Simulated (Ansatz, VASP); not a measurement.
**BAs: VASP beside Ansatz**

```xyz
2
Lattice="0.0000 2.4046 2.4046 2.4046 0.0000 2.4046 2.4046 2.4046 0.0000" Properties=species:S:1:pos:R:3 pbc="T T T"
B     0.0000    0.0000    0.0000
As    3.6070    3.6070    3.6070
```

Alike in both runs: functional PBE; k mesh 10 × 10 × 10; no spin polarisation.

Ansatz relaxed the structure, and its values are those at the end. VASP's run is a single point on that final structure, the one shown.

|  | VASP | Ansatz |
| --- | --- | --- |
| version | VASP 6.6.1 | Ansatz 0.2.0 |
| potentials or method | VASP PAW PBE potentials, release 64 (B, As), cutoff 520 eV | scalar-relativistic, plane waves, PAW |
| occupations | gaussian, width 0.01 eV | fixed |
| valence electrons in the cell | 8 | 18 |

```tsv
	VASP	Ansatz	Ansatz less VASP
gap on the k mesh at the Fermi level (eV)	1.20	1.20	+0.008
least direct gap on the mesh (eV)	3.25	3.26	+0.005
pressure (GPa)	0.6	0.0	-0.59
```

VASP's potentials hold 8 valence electrons a cell and Ansatz's 18, so a difference there can come from the potentials and not from the codes.
